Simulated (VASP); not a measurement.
# NaI (I4mm) in VASP: further runs

Runs on NaI. Level: r2SCAN. Tasks: single point.

Everything below comes from runs of VASP 6.6.1. Logs are shortened: lines on timing, memory, paths and dates and some standing lists are left out, and cuts for length are marked.

## 1. The cell of the first run

The structure is tetragonal, space group I4mm (No. 107). Conventional cell: a = 4.577 Å, b = 4.577 Å, c = 6.473 Å, α = 90.00°, β = 90.00°, γ = 90.00°. Na (site symmetry 4mm) has 6 I at 2.74 to 3.74 Å within 3.8 Å. I (site symmetry 4mm) has 6 Na at 2.74 to 3.74 Å within 3.8 Å.

## 2. Single point, r2SCAN (all I atoms moved -0.500 Å, as atom 2 along Cartesian [0 1 0])

POSCAR

```
NaI
1.0
    0.0000000000      3.2364000000      3.2364000000
    3.2364000000      0.0000000000      3.2364000000
    3.2364000000      3.2364000000      0.0000000000
Na I
1 1
Direct
    0.0000000000      0.0000000000      0.0000000000
    0.4227536769      0.5772463231      0.4227536769
```

INCAR.step1

```
SYSTEM = NaI
PREC = Accurate
ENCUT = 520
ISMEAR = 0
SIGMA = 0.05
LREAL = .FALSE.
LASPH = .TRUE.
NELM = 100
NBANDS = 14
GGA = PE
ALGO = Normal
EDIFF = 1E-4
LWAVE = .TRUE.
LCHARG = .FALSE.
```

INCAR.step2

```
SYSTEM = NaI
PREC = Accurate
ENCUT = 520
EDIFF = 1E-6
ISMEAR = 0
SIGMA = 0.05
LREAL = .FALSE.
LASPH = .TRUE.
NELM = 100
ALGO = Normal
ISIF = 2
LWAVE = .FALSE.
LCHARG = .FALSE.
METAGGA = R2SCAN
LMIXTAU = .TRUE.
NBANDS = 14
ISTART = 1
```

KPOINTS

```
Automatic mesh
0
G
  6 6 6
  0 0 0
```

Potentials or basis: VASP PAW PBE potentials, release 64 (Na_pv, I).

Started as:

```
$ cat potpaw_PBE.64/Na_pv/POTCAR potpaw_PBE.64/I/POTCAR > POTCAR
$ cp INCAR.step1 INCAR
$ mpirun -np 1 vasp_std > vasp.out
$ cp INCAR.step2 INCAR
$ mpirun -np 1 vasp_std > vasp.out
```

OUTCAR:

```text
SYSTEM = NaI
   PREC = Accurate
   ENCUT = 520
   EDIFF = 1E-6
   ISMEAR = 0
   LREAL = .FALSE.
   LASPH = .TRUE.
   NELM = 100
   ISIF = 2
   METAGGA = R2SCAN
   ISTART = 1

 ion  position               nearest neighbor table
   1  0.000  0.000  0.000-   2 2.74
   2  0.423  0.577  0.423-   1 2.74

  LATTYP: Found a face centered cubic cell.
 ALAT       =     6.4728000000

  Lattice vectors:

 A1 = (   0.0000000000,   3.2364000000,   3.2364000000)
 A2 = (   3.2364000000,   0.0000000000,   3.2364000000)
 A3 = (   3.2364000000,   3.2364000000,   0.0000000000)

Analysis of symmetry for initial positions (statically):
=====================================================================
 Subroutine PRICEL returns:
 Original cell was already a primitive cell.

 Routine SETGRP: Setting up the symmetry group for a
 face centered cubic supercell.

 Subroutine GETGRP returns: Found  8 space group operations
 (whereof  8 operations were pure point group operations)
 out of a pool of 48 trial point group operations.

The static configuration has the point symmetry C_4v.

Analysis of symmetry for dynamics (positions and initial velocities):
=====================================================================
 Subroutine PRICEL returns:
 Original cell was already a primitive cell.

 Routine SETGRP: Setting up the symmetry group for a
 face centered cubic supercell.

 Subroutine GETGRP returns: Found  8 space group operations
 (whereof  8 operations were pure point group operations)
 out of a pool of 48 trial point group operations.

The dynamic configuration has the point symmetry C_4v.

 Subroutine INISYM returns: Found  8 space group operations
 (whereof  8 operations are pure point group operations),
 and found     1 'primitive' translations

----------------------------------------------------------------------------------------

                                     Primitive cell

  volume of cell :      67.7980

  direct lattice vectors                    reciprocal lattice vectors
     0.000000000  3.236400000  3.236400000    -0.154492646  0.154492646  0.154492646
     3.236400000  0.000000000  3.236400000     0.154492646 -0.154492646  0.154492646
     3.236400000  3.236400000  0.000000000     0.154492646  0.154492646 -0.154492646

  length of vectors
     4.576960773  4.576960773  4.576960773     0.267589113  0.267589113  0.267589113

  position of ions in fractional coordinates (direct lattice)
     0.000000000  0.000000000  0.000000000
     0.422753677  0.577246323  0.422753677

  ion indices of the primitive-cell ions
   primitive index   ion index
                 1           1
                 2           2

----------------------------------------------------------------------------------------

 KPOINTS: Automatic mesh

Automatic generation of k-mesh.
 Grid dimensions read from file:
 generate k-points for:    6    6    6

 Generating k-lattice:

  Cartesian coordinates                     Fractional coordinates (reciprocal lattice)
    -0.025748774  0.025748774  0.025748774     0.166666667  0.000000000  0.000000000
     0.025748774 -0.025748774  0.025748774     0.000000000  0.166666667  0.000000000
     0.025748774  0.025748774 -0.025748774     0.000000000  0.000000000  0.166666667

  Length of vectors
     0.044598185  0.044598185  0.044598185

  Shift w.r.t. Gamma in fractional coordinates (k-lattice)
     0.000000000  0.000000000  0.000000000

 Subroutine IBZKPT returns following result:
 ===========================================

 Found     30 irreducible k-points:

 Following reciprocal coordinates:
            Coordinates               Weight
  0.000000  0.000000  0.000000      1.000000
  0.166667  0.000000  0.000000      8.000000
  0.333333  0.000000  0.000000      8.000000
  0.500000  0.000000  0.000000      4.000000
  0.166667  0.166667  0.000000      4.000000
  0.166667  0.000000  0.166667      2.000000
[... 16 lines left out ...]
  0.500000  0.333333  0.166667      8.000000
  0.166667  0.500000  0.333333      8.000000
 [... further k-points ...]
   k-points           NKPTS =     30   k-points in BZ     NKDIM =     30   number of bands    NBANDS=     14
   number of dos      NEDOS =    301   number of ions     NIONS =      2
   total plane-waves  NPLWV =  46656
   dimension x,y,z NGX =    36 NGY =   36 NGZ =   36
   dimension x,y,z NGXF=    72 NGYF=   72 NGZF=   72
   ions per type =               1   1
   NGX,Y,Z   is equivalent  to a cutoff of  13.08, 13.08, 13.08 a.u.
   NGXF,Y,Z  is equivalent  to a cutoff of  26.15, 26.15, 26.15 a.u.
 SYSTEM =  NaI
   PREC   = accura    normal or accurate (medium, high low for compatibility)
   ISTART =      1    job   : 0-new  1-cont  2-samecut
   ICHARG =      0    charge: 1-file 2-atom 10-const
   ISPIN  =      1    spin polarized calculation?
   LNONCOLLINEAR =      F non collinear calculations
   LSORBIT =      F    spin-orbit coupling
   LASPH  =      T    aspherical Exc in radial PAW
   ENCUT  =  520.0 eV  38.22 Ry    6.18 a.u.   8.51  8.51  8.51*2*pi/ulx,y,z
   NELM   =    100;   NELMIN=  2; NELMDL=  0     # of ELM steps
   EDIFF  = 0.1E-05   stopping-criterion for ELM
   LREAL  =      F    real-space projection
[... 7 lines left out ...]
   TEBEG  =    0.0;   TEEND  =   0.0 temperature during run
   PSTRESS=    0.0 pullay stress
   NELECT =      14.0000    total number of electrons
   NUPDOWN=      -1.0000    fix difference up-down
   EMIN   =  10.00;   EMAX   =-10.00  energy-range for DOS
   EFERMI =   0.00;   METHOD = LEGACY
   ISMEAR =     0;   SIGMA  =   0.05  broadening in eV -4-tet -1-fermi 0-gaus
   EFERMI_NEDOS =   21; number of points for ismear=-14 and -15
   IALGO  =     38    algorithm
   IMIX   =      4    mixing-type and parameters
     AMIX     =   0.40;   BMIX     =  1.00
     AMIX_MAG =   1.60;   BMIX_MAG =  1.00
  volume/ion in A,a.u.               =      33.90       228.76
  Fermi-wavevector in a.u.,A,eV,Ry     =   0.967636  1.828567 12.739397  0.936319
  Thomas-Fermi vector in A             =   2.097538
   LORBIT       =      0    0 simple, 1 ext, 2 COOP (PROOUT), +10 PAW based schemes
   METAGGA = R2SCAN    functional components
   LHFCALC =     F    Hartree Fock is set to
   AEXX    =    0.0000 exact exchange contribution
   IVDW    =     0    specifies the selected vdW correction
   LEPSILON=     F    determine dielectric tensor
   LRPA    =     F    only Hartree local field effects (RPA)
 non-spin polarized calculation
 Gauss-broadening in eV      SIGMA  =   0.05
  energy-cutoff  :      520.00
  volume of cell :       67.80
 maximum number of plane-waves:      1853
 NGX is ok and might be reduce to    36
   NGX = 17   NGY = 17   NGZ = 17

 number of electron      13.9999992 magnetization

 Free energy of the ion-electron system (eV)
  ---------------------------------------------------
  ext. energy  EPLUGINS =         0.00000000
  ---------------------------------------------------
  free energy    TOTEN  =       -30.90939153 eV

  energy without entropy =      -30.90939153  energy(sigma->0) =      -30.90939153

 E-fermi :   0.7509     XC(G=0):  -8.0367

 val. band max:        0.4574914572   @ k =   0.0000   0.0000   0.0000
 cond. band min:       4.9141910651   @ k =   0.0000   0.0000   0.0000
 fundamental gap:      4.4566996078
 Fermi energy:         0.7508514958

 k-point     1 :       0.0000    0.0000    0.0000
  band No.  band energies     occupation
      1     -22.7429      2.00000
      2     -22.7237      2.00000
      3     -22.7236      2.00000
      4     -10.8948      2.00000
      5       0.3892      2.00000
      6       0.4575      2.00000
      7       0.4575      2.00000
      8       4.9142      0.00000
      9       8.9515      0.00000
     10       8.9515      0.00000
     11       9.0492      0.00000
     12      10.8420      0.00000
     13      11.1284      0.00000
     14      11.4490      0.00000

 k-point     2 :       0.1667    0.0000    0.0000
  band No.  band energies     occupation
      1     -22.7436      2.00000
      2     -22.7244      2.00000
      3     -22.7238      2.00000
      4     -10.8173      2.00000
      5      -0.2596      2.00000
      6       0.3417      2.00000
      7       0.3830      2.00000
      8       5.6857      0.00000
      9       8.4561      0.00000
     10       9.1665      0.00000
     11       9.2511      0.00000
     12      10.3612      0.00000
     13      10.6326      0.00000
     14      12.1340      0.00000

 k-point     3 :       0.3333    0.0000    0.0000
  band No.  band energies     occupation
      1     -22.7451      2.00000
      2     -22.7259      2.00000
      3     -22.7241      2.00000
      4     -10.6531      2.00000
      5      -1.2826      2.00000
      6       0.2034      2.00000
      7       0.2432      2.00000
      8       6.2304      0.00000
      9       8.7990      0.00000
     10       8.8173      0.00000
     11       9.2813      0.00000
     12      11.3175      0.00000
     13      11.3681      0.00000
     14      11.7264      0.00000
[... 324 lines left out ...]
 k-point    23 :       0.5000    0.3333    0.1667
  band No.  band energies     occupation
      1     -22.7452      2.00000
      2     -22.7262      2.00000
      3     -22.7253      2.00000
      4     -10.5521      2.00000
      5      -1.2103      2.00000
      6      -0.4606      2.00000
      7      -0.0825      2.00000
      8       7.0774      0.00000
      9       7.7207      0.00000
     10       8.1952      0.00000
     11      10.4343      0.00000
     12      11.3345      0.00000
     13      13.4187      0.00000
     14      14.1707      0.00000

 k-point    24 :       0.1667    0.5000    0.3333
  band No.  band energies     occupation
      1     -22.7454      2.00000
      2     -22.7271      2.00000
      3     -22.7244      2.00000
      4     -10.5527      2.00000
      5      -1.2053      2.00000
      6      -0.4881      2.00000
      7      -0.0465      2.00000
      8       7.1793      0.00000
      9       7.6756      0.00000
     10       8.1482      0.00000
     11      10.2995      0.00000
     12      11.2605      0.00000
     13      13.5352      0.00000
     14      14.1845      0.00000

 [... further k-points ...]

------------------------ aborting loop because EDIFF is reached ----------------------------------------

  FORCE on cell =-STRESS in cart. coord.  units (eV):
  Direction    XX          YY          ZZ          XY          YZ          ZX
  --------------------------------------------------------------------------------------
  -------------------------------------------------------------------------------------
  Total       -0.1861489      2.1987932     -0.1861489      0.0000000      0.0000000      0.0000000
  in kB       -4.3990045     51.9611058     -4.3990045      0.0000000      0.0000000      0.0000000
  external PRESSURE =      14.3876989 kB  Pullay stress =       0.0000000 kB

 VOLUME and BASIS-vectors are now :
 -----------------------------------------------------------------------------
  energy-cutoff  :      520.00
  volume of cell :       67.80
      direct lattice vectors                 reciprocal lattice vectors
     0.000000000  3.236400000  3.236400000    -0.154492646  0.154492646  0.154492646
     3.236400000  0.000000000  3.236400000     0.154492646 -0.154492646  0.154492646
     3.236400000  3.236400000  0.000000000     0.154492646  0.154492646 -0.154492646

 POSITION                                       TOTAL-FORCE (eV/Angst)
 -----------------------------------------------------------------------------------
      0.00000      0.00000      0.00000         0.000000     -0.969104      0.000000
      3.23640      2.73640      3.23640         0.000000      0.969104      0.000000
 -----------------------------------------------------------------------------------
    total drift:                               -0.000014     -0.004092     -0.000014

  FREE ENERGIE OF THE ION-ELECTRON SYSTEM (eV)
  ---------------------------------------------------
  free  energy   TOTEN  =       -30.9093915318 eV

  energy  without entropy=      -30.9093915318  energy(sigma->0) =      -30.90939153
```

Run time: 3.2 min. Hardware: 1 thread of Intel Xeon 8259CL, shared host; peak memory 0.22 GiB.

Results:

```
Free energy            : -30.9094 eV
Pressure               : 1.4 GPa
Largest force          : 0.969 eV/Å
Band gap on the k mesh : 4.46 eV
```

Forces on the atoms (eV/Å):
```
Na   0.000 -0.969  0.000
I    0.000  0.969  0.000
```

Stress tensor (GPa, compression positive):
```
-0.44  0.00  0.00
 0.00  5.20  0.00
 0.00  0.00 -0.44
```

Caveat: the cell differs from its parent crystal (all I atoms moved -0.500 Å, as atom 2 along Cartesian [0 1 0]); the stress differs along the axes, from -0 to 5 GPa; the PAW data sets were made with another functional, which shifts forces and pressure a little; spin-orbit coupling is left out, which moves the levels of the heavy elements.

(Part 1 of 2 ends here.)
